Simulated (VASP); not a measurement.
# ZnS (I-4m2) in VASP: further runs, part 2 of 2

VASP 6.6.1. Earlier steps stand in the parts before.

### 4 Single point, PBE (strain +0.000 along x and y, -0.030 along z)

INCAR

```
SYSTEM = ZnS
PREC     = Accurate       ! precision mode
ENCUT    = 520            ! plane-wave cutoff, eV
EDIFF    = 1E-6           ! SCF threshold, eV
ISMEAR   = 0              ! smearing method
SIGMA    = 0.05           ! smearing width, eV
LREAL    = .False.        ! projectors in reciprocal space
LASPH    = .True.         ! aspherical terms in the spheres
NELM     = 60             ! most SCF steps
ALGO     = Normal         ! electronic algorithm
ISIF     = 2              ! what is computed and relaxed
LWAVE    = .False.        ! write WAVECAR
LCHARG   = .False.        ! write CHGCAR
GGA      = PE             ! functional
NBANDS   = 16             ! bands
```

KPOINTS

```
Automatic mesh
0
Gamma
  10 10 10
  0 0 0
```

POSCAR

```
ZnS
1.0
    0.0000000000      2.7046500000      2.6235105000
    2.7046500000      0.0000000000      2.6235105000
    2.7046500000      2.7046500000      0.0000000000
Zn S
1 1
Direct
    0.0000000000      0.0000000000      0.0000000000
    0.7500000000      0.7500000000      0.7500000000
```

Potentials or basis: VASP PAW PBE potentials, release 64 (Zn, S).

Command:

```sh
$ cat potpaw_PBE.64/Zn/POTCAR potpaw_PBE.64/S/POTCAR > POTCAR
$ mpirun -np 1 vasp_std > vasp.out
```

OUTCAR:

```text
SYSTEM = ZnS
   PREC = Accurate
   ENCUT = 520
   EDIFF = 1E-6
   ISMEAR = 0
   LREAL = .False.
   LASPH = .True.
   NELM = 60
   ISIF = 2
   GGA = PE

 ion  position               nearest neighbor table
   1  0.000  0.000  0.000-   2 2.32   2 2.32   2 2.32   2 2.32
   2  0.750  0.750  0.750-   1 2.32   1 2.32   1 2.32   1 2.32

  LATTYP: Found a body centered tetragonal cell.
 ALAT       =     3.8249527115
 C/A-ratio  =     1.3717871555

  Lattice vectors:

 A1 = (   0.0000000000,  -2.7046500000,  -2.6235105000)
 A2 = (   0.0000000000,   2.7046500000,  -2.6235105000)
 A3 = (   2.7046500000,   0.0000000000,   2.6235105000)

Analysis of symmetry for initial positions (statically):
=====================================================================
 Subroutine PRICEL returns:
 Original cell was already a primitive cell.

 Routine SETGRP: Setting up the symmetry group for a
 body centered tetragonal supercell.

 Subroutine GETGRP returns: Found  8 space group operations
 (whereof  8 operations were pure point group operations)
 out of a pool of 16 trial point group operations.

The static configuration has the point symmetry D_2d.

Analysis of symmetry for dynamics (positions and initial velocities):
=====================================================================
 Subroutine PRICEL returns:
 Original cell was already a primitive cell.

 Routine SETGRP: Setting up the symmetry group for a
 body centered tetragonal supercell.

 Subroutine GETGRP returns: Found  8 space group operations
 (whereof  8 operations were pure point group operations)
 out of a pool of 16 trial point group operations.

The dynamic configuration has the point symmetry D_2d.

 Subroutine INISYM returns: Found  8 space group operations
 (whereof  8 operations are pure point group operations),
 and found     1 'primitive' translations

----------------------------------------------------------------------------------------

                                     Primitive cell

  volume of cell :      38.3826

  direct lattice vectors                    reciprocal lattice vectors
     0.000000000  2.704650000  2.623510500    -0.184866803  0.184866803  0.190584333
     2.704650000  0.000000000  2.623510500     0.184866803 -0.184866803  0.190584333
     2.704650000  2.704650000  0.000000000     0.184866803  0.184866803 -0.190584333

  length of vectors
     3.768015256  3.768015256  3.824952711     0.323533396  0.323533396  0.323533396

  position of ions in fractional coordinates (direct lattice)
     0.000000000  0.000000000  0.000000000
     0.750000000  0.750000000  0.750000000

  ion indices of the primitive-cell ions
   primitive index   ion index
                 1           1
                 2           2

----------------------------------------------------------------------------------------

 KPOINTS: Automatic mesh

Automatic generation of k-mesh.
 Grid dimensions read from file:
 generate k-points for:   10   10   10

 Generating k-lattice:

  Cartesian coordinates                     Fractional coordinates (reciprocal lattice)
    -0.018486680  0.018486680  0.019058433     0.100000000  0.000000000  0.000000000
     0.018486680 -0.018486680  0.019058433     0.000000000  0.100000000  0.000000000
     0.018486680  0.018486680 -0.019058433     0.000000000  0.000000000  0.100000000

  Length of vectors
     0.032353340  0.032353340  0.032353340

  Shift w.r.t. Gamma in fractional coordinates (k-lattice)
     0.000000000  0.000000000  0.000000000

 Subroutine IBZKPT returns following result:
 ===========================================

 Found    102 irreducible k-points:

 Following reciprocal coordinates:
            Coordinates               Weight
  0.000000  0.000000  0.000000      1.000000
  0.100000  0.000000  0.000000      8.000000
  0.200000  0.000000  0.000000      8.000000
  0.300000  0.000000  0.000000      8.000000
  0.400000  0.000000  0.000000      8.000000
  0.500000  0.000000  0.000000      4.000000
[... 16 lines left out ...]
  0.300000  0.300000  0.000000      2.000000
  0.400000  0.300000  0.000000      8.000000
 [... further k-points ...]
   k-points           NKPTS =    102   k-points in BZ     NKDIM =    102   number of bands    NBANDS=     16
   number of dos      NEDOS =    301   number of ions     NIONS =      2
   total plane-waves  NPLWV =  21952
   dimension x,y,z NGX =    28 NGY =   28 NGZ =   28
   dimension x,y,z NGXF=    56 NGYF=   56 NGZF=   56
   ions per type =               1   1
   NGX,Y,Z   is equivalent  to a cutoff of  12.35, 12.35, 12.17 a.u.
   NGXF,Y,Z  is equivalent  to a cutoff of  24.71, 24.71, 24.34 a.u.
 SYSTEM =  ZnS
   PREC   = accura    normal or accurate (medium, high low for compatibility)
   ISTART =      0    job   : 0-new  1-cont  2-samecut
   ICHARG =      2    charge: 1-file 2-atom 10-const
   ISPIN  =      1    spin polarized calculation?
   LNONCOLLINEAR =      F non collinear calculations
   LSORBIT =      F    spin-orbit coupling
   LASPH  =      T    aspherical Exc in radial PAW
   ENCUT  =  520.0 eV  38.22 Ry    6.18 a.u.   7.01  7.01  7.11*2*pi/ulx,y,z
   NELM   =     60;   NELMIN=  2; NELMDL= -5     # of ELM steps
   EDIFF  = 0.1E-05   stopping-criterion for ELM
   LREAL  =      F    real-space projection
   EDIFFG = 0.1E-04   stopping-criterion for IOM
   NSW    =      0    number of steps for IOM
   IBRION =     -1    ionic relax: 0-MD 1-quasi-New 2-CG
   NFREE  =      0    steps in history (QN), initial steepest desc. (CG)
   ISIF   =      2    stress and relaxation
   ISYM   =      2    0-nonsym 1-usesym 2-fastsym
   POTIM  = 0.5000    time-step for ionic-motion
   TEBEG  =    0.0;   TEEND  =   0.0 temperature during run
   PSTRESS=    0.0 pullay stress
   NELECT =      18.0000    total number of electrons
   NUPDOWN=      -1.0000    fix difference up-down
   EMIN   =  10.00;   EMAX   =-10.00  energy-range for DOS
   EFERMI =   0.00;   METHOD = LEGACY
   ISMEAR =     0;   SIGMA  =   0.05  broadening in eV -4-tet -1-fermi 0-gaus
   EFERMI_NEDOS =   21; number of points for ismear=-14 and -15
   IALGO  =     38    algorithm
   IMIX   =      4    mixing-type and parameters
     AMIX     =   0.40;   BMIX     =  1.00
     AMIX_MAG =   1.60;   BMIX_MAG =  1.00
  volume/ion in A,a.u.               =      19.19       129.51
  Fermi-wavevector in a.u.,A,eV,Ry     =   1.271903  2.403548 22.010654  1.617737
  Thomas-Fermi vector in A             =   2.404811
   LORBIT       =      0    0 simple, 1 ext, 2 COOP (PROOUT), +10 PAW based schemes
   GGA     = PE    functional components
   LHFCALC =     F    Hartree Fock is set to
   AEXX    =    0.0000 exact exchange contribution
   IVDW    =     0    specifies the selected vdW correction
   LEPSILON=     F    determine dielectric tensor
   LRPA    =     F    only Hartree local field effects (RPA)
 non-spin polarized calculation
 Gauss-broadening in eV      SIGMA  =   0.05
  energy-cutoff  :      520.00
  volume of cell :       38.38
 maximum number of plane-waves:      1045
   NGX = 13   NGY = 13   NGZ = 15

 number of electron      18.0000015 magnetization

 Free energy of the ion-electron system (eV)
  ---------------------------------------------------
  ext. energy  EPLUGINS =         0.00000000
  ---------------------------------------------------
  free energy    TOTEN  =        -6.82529494 eV

  energy without entropy =       -6.82529494  energy(sigma->0) =       -6.82529494

 E-fermi :   2.6307     XC(G=0):  -9.7615

 val. band max:        2.4339022837   @ k =   0.0000   0.0000   0.0000
 cond. band min:       4.5996475646   @ k =   0.0000   0.0000   0.0000
 fundamental gap:      2.1657452809
 Fermi energy:         2.6307020707

 k-point     1 :       0.0000    0.0000    0.0000
  band No.  band energies     occupation
      1     -10.9670      2.00000
      2      -4.0897      2.00000
      3      -4.0897      2.00000
      4      -4.0719      2.00000
      5      -3.5589      2.00000
      6      -3.5489      2.00000
[... 8 lines left out ...]
     15      14.2941      0.00000
     16      14.4909      0.00000
[... 419 lines left out ...]
 k-point    24 :       0.4000    0.3000    0.0000
  band No.  band energies     occupation
      1      -9.9281      2.00000
      2      -4.1137      2.00000
      3      -3.8322      2.00000
      4      -3.8226      2.00000
      5      -3.5128      2.00000
      6      -3.4899      2.00000
[... 8 lines left out ...]
     15      15.7137      0.00000
     16      18.4632      0.00000

 [... further k-points ...]
[... 5 lines left out ...]
  --------------------------------------------------------------------------------------
  -------------------------------------------------------------------------------------
  Total        0.8677202      0.8677202      1.1349460      0.0000000      0.0000000      0.0000000
  in kB       36.2205742     36.2205742     47.3751737      0.0000000      0.0000000      0.0000000
  external PRESSURE =      39.9387741 kB  Pullay stress =       0.0000000 kB

 VOLUME and BASIS-vectors are now :
 -----------------------------------------------------------------------------
  energy-cutoff  :      520.00
  volume of cell :       38.38
      direct lattice vectors                 reciprocal lattice vectors
     0.000000000  2.704650000  2.623510500    -0.184866803  0.184866803  0.190584333
     2.704650000  0.000000000  2.623510500     0.184866803 -0.184866803  0.190584333
     2.704650000  2.704650000  0.000000000     0.184866803  0.184866803 -0.190584333

 POSITION                                       TOTAL-FORCE (eV/Angst)
 -----------------------------------------------------------------------------------
      0.00000      0.00000      0.00000         0.000000      0.000000     -0.000000
      4.05697      4.05697      3.93527        -0.000000     -0.000000      0.000000
 -----------------------------------------------------------------------------------
    total drift:                               -0.000002     -0.000002     -0.000001

  FREE ENERGIE OF THE ION-ELECTRON SYSTEM (eV)
  ---------------------------------------------------
  free  energy   TOTEN  =        -6.8252949374 eV

  energy  without entropy=       -6.8252949373  energy(sigma->0) =       -6.82529494
```

Wall time 50 s (1 thread of AMD EPYC 7R43 (Zen 3), shared host); peak memory 0.16 GiB.

What came out:

* Free energy: -6.8253 eV
* Pressure: 4.0 GPa
* Band gap on the k mesh: 2.17 eV, direct

Stress tensor (GPa, compression positive):
```
3.62 0.00 0.00
0.00 3.62 0.00
0.00 0.00 4.74
```

Levels at points of the mesh, in eV from the valence-band top:
| k point | band 6 | band 7 | band 8 | band 9 | band 10 | band 11 | band 12 | band 13 |
| --- | --- | --- | --- | --- | --- | --- | --- | --- |
| (0.00, 0.00, 0.00) | -5.98 | -0.10 | -0.10 | 0.00 | 2.17 | 6.31 | 6.31 | 6.32 |
| (0.50, 0.00, 0.00) | -5.78 | -5.53 | -1.06 | -0.89 | 3.28 | 6.71 | 7.00 | 8.92 |
| (0.50, 0.50, 0.00) | -5.73 | -4.61 | -2.49 | -2.49 | 3.17 | 3.80 | 11.34 | 12.05 |
| (0.50, 0.00, 0.50) | -5.78 | -4.79 | -2.36 | -2.29 | 3.33 | 4.11 | 10.99 | 11.96 |

Caveat: the cell differs from its parent crystal (strain +0.000 along x and y, -0.030 along z).

### 5 Overview

```csv
cell,gap on the mesh (eV),pressure (GPa)
"a = 3.797, b = 3.797, c = 3.710 Å, angles 60.8, 60.8, 58.5°, 2 atoms",2.24,5.3
"a = 3.827, b = 3.827, c = 3.710 Å, angles 61.0, 61.0, 58.0°, 2 atoms",2.15,4.0
"a = 3.768, b = 3.768, c = 3.825 Å, angles 59.5, 59.5, 61.0°, 2 atoms",2.17,4.0
```

Alike in all rows: task single point; level PBE; potentials or basis VASP PAW PBE potentials, release 64 (Zn, S); no spin polarisation; k mesh 10 × 10 × 10; cutoff (eV) 520; smearing gaussian 0.05 eV.

Absolute energies hang on the potentials; compare differences alone.
